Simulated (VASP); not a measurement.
# Al2Cu (P4/mmm) in VASP: a series of runs

Aim: see how the results for Al2Cu move with the level of theory and the settings. Levels: r2SCAN, LDA. Tasks: single point.

Everything below comes from runs of VASP 6.6.1. Logs are shortened: lines on timing, memory, paths and dates and some standing lists are left out, and cuts for length are marked.

## 1. The cell of the first run

The structure is tetragonal, space group P4/mmm (No. 123). Conventional cell: a = 4.105 Å, b = 4.105 Å, c = 2.891 Å, α = 90.00°, β = 90.00°, γ = 90.00°. Al (site symmetry mmm) has 4 Cu at 2.51 Å and 6 Al at 2.89 to 2.90 Å within 3.3 Å. Within 3.3 Å of Cu (site symmetry 4/mmm) lie 8 Al at 2.51 Å and 2 Cu at 2.89 Å.

## 2. Single point, r2SCAN

File POSCAR:

```
Al2Cu
1.0
    4.1051820000      0.0000000000      0.0000000000
    0.0000000000      4.1051820000      0.0000000000
    0.0000000000      0.0000000000      2.8913130000
Al Cu
2 1
Direct
    0.5000000000      0.0000000000      0.5000000000
    0.0000000000      0.5000000000      0.5000000000
    0.0000000000      0.0000000000      0.0000000000
```

File INCAR.step1:

```
SYSTEM = Al2Cu
  PREC = Accurate
  ENCUT = 520
  ISMEAR = 1
  SIGMA = 0.1
  LREAL = .False.
  LASPH = .True.
  NELM = 60
  NBANDS = 16
  GGA = PE
  ALGO = Normal
  EDIFF = 1E-4
  LWAVE = .True.
  LCHARG = .False.
```

File INCAR.step2:

```
SYSTEM = Al2Cu
  PREC = Accurate
  ENCUT = 520
  EDIFF = 1E-6
  ISMEAR = 1
  SIGMA = 0.1
  LREAL = .False.
  LASPH = .True.
  NELM = 60
  ALGO = Normal
  ISIF = 2
  LWAVE = .False.
  LCHARG = .True.
  METAGGA = R2SCAN
  LMIXTAU = .True.
  LELF = .True.
  LVHAR = .True.
  NBANDS = 16
  ISTART = 1
```

File KPOINTS:

```
Automatic mesh
0
Gamma
  10 10 14
  0 0 0
```

Potentials or basis: VASP PAW PBE potentials, release 64 (Al, Cu).

Run with:

```console
cat potpaw_PBE.64/Al/POTCAR potpaw_PBE.64/Cu/POTCAR > POTCAR
cp INCAR.step1 INCAR
mpirun -np 1 vasp_std > vasp.out
cp INCAR.step2 INCAR
mpirun -np 1 vasp_std > vasp.out
```

OUTCAR:

```text
SYSTEM = Al2Cu
   PREC = Accurate
   ENCUT = 520
   EDIFF = 1E-6
   ISMEAR = 1
   LREAL = .False.
   LASPH = .True.
   NELM = 60
   ISIF = 2
   METAGGA = R2SCAN
   ISTART = 1

 ion  position               nearest neighbor table
   1  0.500  0.000  0.500-   3 2.51   3 2.51   3 2.51   3 2.51   2 2.90   2 2.90   2 2.90   2 2.90

   2  0.000  0.500  0.500-   3 2.51   3 2.51   3 2.51   3 2.51   1 2.90   1 2.90   1 2.90   1 2.90

   3  0.000  0.000  0.000-   1 2.51   2 2.51   1 2.51   2 2.51   2 2.51   2 2.51   1 2.51   1 2.51

  LATTYP: Found a simple tetragonal cell.
 ALAT       =     4.1051820000
 C/A-ratio  =     0.7043081159

  Lattice vectors:

 A1 = (   4.1051820000,   0.0000000000,   0.0000000000)
 A2 = (   0.0000000000,   4.1051820000,   0.0000000000)
 A3 = (   0.0000000000,   0.0000000000,   2.8913130000)

Analysis of symmetry for initial positions (statically):
=====================================================================
 Subroutine PRICEL returns:
 Original cell was already a primitive cell.

 Routine SETGRP: Setting up the symmetry group for a
 simple tetragonal supercell.

 Subroutine GETGRP returns: Found 16 space group operations
 (whereof 16 operations were pure point group operations)
 out of a pool of 16 trial point group operations.

The static configuration has the point symmetry D_4h.

Analysis of symmetry for dynamics (positions and initial velocities):
=====================================================================
 Subroutine PRICEL returns:
 Original cell was already a primitive cell.

 Routine SETGRP: Setting up the symmetry group for a
 simple tetragonal supercell.

 Subroutine GETGRP returns: Found 16 space group operations
 (whereof 16 operations were pure point group operations)
 out of a pool of 16 trial point group operations.

The dynamic configuration has the point symmetry D_4h.

 Subroutine INISYM returns: Found 16 space group operations
 (whereof 16 operations are pure point group operations),
 and found     1 'primitive' translations

----------------------------------------------------------------------------------------

                                     Primitive cell

  volume of cell :      48.7259

  direct lattice vectors                    reciprocal lattice vectors
     4.105182000  0.000000000  0.000000000     0.243594559  0.000000000  0.000000000
     0.000000000  4.105182000  0.000000000     0.000000000  0.243594559  0.000000000
     0.000000000  0.000000000  2.891313000     0.000000000  0.000000000  0.345863627

  length of vectors
     4.105182000  4.105182000  2.891313000     0.243594559  0.243594559  0.345863627

  position of ions in fractional coordinates (direct lattice)
     0.500000000  0.000000000  0.500000000
     0.000000000  0.500000000  0.500000000
     0.000000000  0.000000000  0.000000000

  ion indices of the primitive-cell ions
   primitive index   ion index
                 1           1
                 2           2
                 3           3

----------------------------------------------------------------------------------------

 KPOINTS: Automatic mesh

Automatic generation of k-mesh.
 Grid dimensions read from file:
 generate k-points for:   10   10   14

 Generating k-lattice:

  Cartesian coordinates                     Fractional coordinates (reciprocal lattice)
     0.024359456  0.000000000  0.000000000     0.100000000  0.000000000  0.000000000
     0.000000000  0.024359456  0.000000000     0.000000000  0.100000000  0.000000000
     0.000000000  0.000000000  0.024704545     0.000000000  0.000000000  0.071428571

  Length of vectors
     0.024359456  0.024359456  0.024704545

  Shift w.r.t. Gamma in fractional coordinates (k-lattice)
     0.000000000  0.000000000  0.000000000

 Subroutine IBZKPT returns following result:
 ===========================================

 Found    168 irreducible k-points:

 Following reciprocal coordinates:
            Coordinates               Weight
  0.000000  0.000000  0.000000      1.000000
  0.100000  0.000000  0.000000      4.000000
  0.200000  0.000000  0.000000      4.000000
  0.300000  0.000000  0.000000      4.000000
  0.400000  0.000000  0.000000      4.000000
  0.500000  0.000000  0.000000      2.000000
[... 16 lines left out ...]
  0.100000  0.000000  0.071429      8.000000
  0.200000  0.000000  0.071429      8.000000
 [... further k-points ...]
   k-points           NKPTS =    168   k-points in BZ     NKDIM =    168   number of bands    NBANDS=     16
   number of dos      NEDOS =    301   number of ions     NIONS =      3
   total plane-waves  NPLWV =  24576
   dimension x,y,z NGX =    32 NGY =   32 NGZ =   24
   dimension x,y,z NGXF=    64 NGYF=   64 NGZF=   48
   ions per type =               2   1
   NGX,Y,Z   is equivalent  to a cutoff of  12.96, 12.96, 13.80 a.u.
   NGXF,Y,Z  is equivalent  to a cutoff of  25.92, 25.92, 27.60 a.u.
 SYSTEM =  Al2Cu
   PREC   = accura    normal or accurate (medium, high low for compatibility)
   ISTART =      1    job   : 0-new  1-cont  2-samecut
   ICHARG =      0    charge: 1-file 2-atom 10-const
   ISPIN  =      1    spin polarized calculation?
   LNONCOLLINEAR =      F non collinear calculations
   LSORBIT =      F    spin-orbit coupling
   LASPH  =      T    aspherical Exc in radial PAW
   ENCUT  =  520.0 eV  38.22 Ry    6.18 a.u.   7.63  7.63  5.38*2*pi/ulx,y,z
   NELM   =     60;   NELMIN=  2; NELMDL=  0     # of ELM steps
   EDIFF  = 0.1E-05   stopping-criterion for ELM
   LREAL  =      F    real-space projection
   EDIFFG = 0.1E-04   stopping-criterion for IOM
   NSW    =      0    number of steps for IOM
   IBRION =     -1    ionic relax: 0-MD 1-quasi-New 2-CG
   NFREE  =      0    steps in history (QN), initial steepest desc. (CG)
   ISIF   =      2    stress and relaxation
   ISYM   =      2    0-nonsym 1-usesym 2-fastsym
   POTIM  = 0.5000    time-step for ionic-motion
   TEBEG  =    0.0;   TEEND  =   0.0 temperature during run
   PSTRESS=    0.0 pullay stress
   NELECT =      17.0000    total number of electrons
   NUPDOWN=      -1.0000    fix difference up-down
   EMIN   =  10.00;   EMAX   =-10.00  energy-range for DOS
   EFERMI =   0.00;   METHOD = LEGACY
   ISMEAR =     1;   SIGMA  =   0.10  broadening in eV -4-tet -1-fermi 0-gaus
   EFERMI_NEDOS =   21; number of points for ismear=-14 and -15
   IALGO  =     38    algorithm
   IMIX   =      4    mixing-type and parameters
     AMIX     =   0.40;   BMIX     =  1.00
     AMIX_MAG =   1.60;   BMIX_MAG =  1.00
  volume/ion in A,a.u.               =      16.24       109.61
  Fermi-wavevector in a.u.,A,eV,Ry     =   1.152492  2.177894 18.071765  1.328237
  Thomas-Fermi vector in A             =   2.289142
   LORBIT       =      0    0 simple, 1 ext, 2 COOP (PROOUT), +10 PAW based schemes
   METAGGA = R2SCAN    functional components
   LHFCALC =     F    Hartree Fock is set to
   AEXX    =    0.0000 exact exchange contribution
   IVDW    =     0    specifies the selected vdW correction
   LEPSILON=     F    determine dielectric tensor
   LRPA    =     F    only Hartree local field effects (RPA)
 non-spin polarized calculation
 Methfessel and Paxton  Order N= 1 SIGMA  =   0.10
  energy-cutoff  :      520.00
  volume of cell :       48.73
 maximum number of plane-waves:      1339
 NGX is ok and might be reduce to    32
   NGX = 15   NGY = 15   NGZ = 11

 number of electron      16.9999979 magnetization

 Free energy of the ion-electron system (eV)
  ---------------------------------------------------
  ext. energy  EPLUGINS =         0.00000000
  ---------------------------------------------------
  free energy    TOTEN  =       -24.40618785 eV

  energy without entropy =      -24.40583611  energy(sigma->0) =      -24.40607060

 E-fermi :   7.0502     XC(G=0): -11.1167

 val. band max:        7.0462343487   @ k =   0.5000   0.1000   0.3571
 cond. band min:       7.0523371222   @ k =   0.4000   0.2000   0.2143
 fundamental gap:      0.0061027735
 Fermi energy:         7.0502075008

 k-point     1 :       0.0000    0.0000    0.0000
  band No.  band energies     occupation
      1      -4.0042      2.00000
      2       1.5089      2.00000
      3       2.0200      2.00000
      4       2.6733      2.00000
      5       2.9094      2.00000
      6       2.9094      2.00000
[... 8 lines left out ...]
     15      14.4924      0.00000
     16      20.4636      0.00000

 k-point     2 :       0.1000    0.0000    0.0000
  band No.  band energies     occupation
      1      -3.9149      2.00000
      2       1.4520      2.00000
      3       1.9981      2.00000
      4       2.6456      2.00000
      5       2.9063      2.00000
      6       2.9100      2.00000
[... 8 lines left out ...]
     15      15.8432      0.00000
     16      20.0643      0.00000

 k-point     3 :       0.2000    0.0000    0.0000
  band No.  band energies     occupation
      1      -3.6504      2.00000
      2       1.1398      2.00000
      3       1.9516      2.00000
      4       2.5811      2.00000
      5       2.8979      2.00000
      6       2.9113      2.00000
[... 8 lines left out ...]
     15      17.7283      0.00000
     16      19.1705      0.00000

 k-point     4 :       0.3000    0.0000    0.0000
  band No.  band energies     occupation
      1      -3.2257      2.00000
      2       0.3975      2.00000
      3       1.9378      2.00000
      4       2.5132      2.00000
      5       2.7562      2.00000
      6       2.8877      2.00000
[... 8 lines left out ...]
     15      18.1774      0.00000
     16      19.7706      0.00000

 k-point     5 :       0.4000    0.0000    0.0000
  band No.  band energies     occupation
      1      -2.6949      2.00000
      2      -0.4679      2.00000
      3       1.9494      2.00000
      4       2.4653      2.00000
      5       2.6497      2.00000
      6       2.8794      2.00000
[... 8 lines left out ...]
     15      17.3233      0.00000
     16      19.4167      0.00000

 k-point     6 :       0.5000    0.0000    0.0000
  band No.  band energies     occupation
      1      -2.3483      2.00000
      2      -0.9436      2.00000
      3       1.9566      2.00000
      4       2.4483      2.00000
      5       2.6293      2.00000
      6       2.8763      2.00000
[... 8 lines left out ...]
     15      16.9302      0.00000
     16      18.7988      0.00000
[... 267 lines left out ...]
 k-point    21 :       0.5000    0.5000    0.0000
  band No.  band energies     occupation
      1      -0.4332      2.00000
      2       0.3120      2.00000
      3       0.3120      2.00000
      4       1.4468      2.00000
      5       2.5967      2.00000
      6       2.7254      2.00000
[... 8 lines left out ...]
     15      17.9393      0.00000
     16      18.0140      0.00000

 k-point    22 :       0.0000    0.0000    0.0714
  band No.  band energies     occupation
      1      -3.9065      2.00000
      2       1.5406      2.00000
      3       2.0547      2.00000
      4       2.6827      2.00000
      5       2.8084      2.00000
      6       2.8084      2.00000
[... 8 lines left out ...]
     15      15.9480      0.00000
     16      19.5447      0.00000

 k-point    23 :       0.1000    0.0000    0.0714
  band No.  band energies     occupation
      1      -3.8172      2.00000
      2       1.4852      2.00000
      3       2.0338      2.00000
      4       2.6533      2.00000
      5       2.7954      2.00000
      6       2.8156      2.00000
[... 8 lines left out ...]
     15      16.3884      0.00000
     16      18.9173      0.00000

 k-point    24 :       0.2000    0.0000    0.0714
  band No.  band energies     occupation
      1      -3.5531      2.00000
      2       1.1840      2.00000
      3       1.9874      2.00000
      4       2.5898      2.00000
      5       2.7507      2.00000
      6       2.8264      2.00000
[... 8 lines left out ...]
     15      17.7879      0.00000
     16      17.8969      0.00000

 [... further k-points ...]

------------------------ aborting loop because EDIFF is reached ----------------------------------------

  FORCE on cell =-STRESS in cart. coord.  units (eV):
  Direction    XX          YY          ZZ          XY          YZ          ZX
  --------------------------------------------------------------------------------------
  -------------------------------------------------------------------------------------
  Total       -0.6165751     -0.6165751     -0.8813619      0.0000000     -0.0000000      0.0000000
  in kB      -20.2738677    -20.2738677    -28.9804363      0.0000000     -0.0000000      0.0000000
  external PRESSURE =     -23.1760573 kB  Pullay stress =       0.0000000 kB

 VOLUME and BASIS-vectors are now :
 -----------------------------------------------------------------------------
  energy-cutoff  :      520.00
  volume of cell :       48.73
      direct lattice vectors                 reciprocal lattice vectors
     4.105182000  0.000000000  0.000000000     0.243594559  0.000000000  0.000000000
     0.000000000  4.105182000  0.000000000     0.000000000  0.243594559  0.000000000
     0.000000000  0.000000000  2.891313000     0.000000000  0.000000000  0.345863627

 POSITION                                       TOTAL-FORCE (eV/Angst)
 -----------------------------------------------------------------------------------
      2.05259      0.00000      1.44566         0.000000      0.000000      0.000000
      0.00000      2.05259      1.44566         0.000000      0.000000      0.000000
      0.00000      0.00000      0.00000         0.000000      0.000000      0.000000
 -----------------------------------------------------------------------------------
    total drift:                                0.000000      0.000000      0.000000

  FREE ENERGIE OF THE ION-ELECTRON SYSTEM (eV)
  ---------------------------------------------------
  free  energy   TOTEN  =       -24.4061878487 eV

  energy  without entropy=      -24.4058361070  energy(sigma->0) =      -24.40607060
```

Wall time 4.3 min (1 thread of AMD EPYC 9R45 (Zen 5), shared host); peak memory 0.23 GiB.

Results:

* Free energy: -24.4062 eV
* Pressure: -2.3 GPa
* Band gap on the k mesh: zero (an odd number of electrons rules out a gap without spin polarisation)

Stress tensor (GPa, compression positive):
```
-2.03  0.00  0.00
 0.00 -2.03  0.00
 0.00  0.00 -2.90
```

Levels at points of the mesh, in eV from the Fermi level:
| k point | band 5 | band 6 | band 7 | band 8 | band 9 | band 10 | band 11 | band 12 | band 13 | band 14 |
| --- | --- | --- | --- | --- | --- | --- | --- | --- | --- | --- |
| (0.00, 0.00, 0.00) | -4.14 | -4.14 | -2.52 | -2.52 | 0.10 | 1.09 | 6.42 | 6.68 | 6.68 | 7.35 |
| (0.50, 0.00, 0.00) | -4.42 | -4.17 | -4.14 | -1.13 | 1.67 | 1.99 | 2.18 | 7.88 | 8.96 | 9.88 |
| (0.50, 0.50, 0.00) | -4.45 | -4.32 | -4.17 | -4.17 | -2.50 | 8.99 | 8.99 | 9.83 | 10.56 | 10.89 |
| (0.00, 0.00, 0.50) | -4.89 | -4.19 | -3.10 | 2.68 | 2.68 | 2.68 | 2.89 | 2.89 | 3.33 | 4.38 |
| (0.50, 0.00, 0.50) | -4.27 | -4.23 | -3.20 | -2.56 | -1.73 | 3.92 | 4.19 | 4.58 | 5.55 | 6.43 |
| (0.50, 0.50, 0.50) | -4.03 | -3.67 | -2.40 | -2.40 | -0.97 | -0.83 | 0.10 | 0.10 | 2.75 | 12.53 |

Caveat: the PAW data sets were made with another functional, which shifts forces and pressure a little.

[end of part 1 of 2]
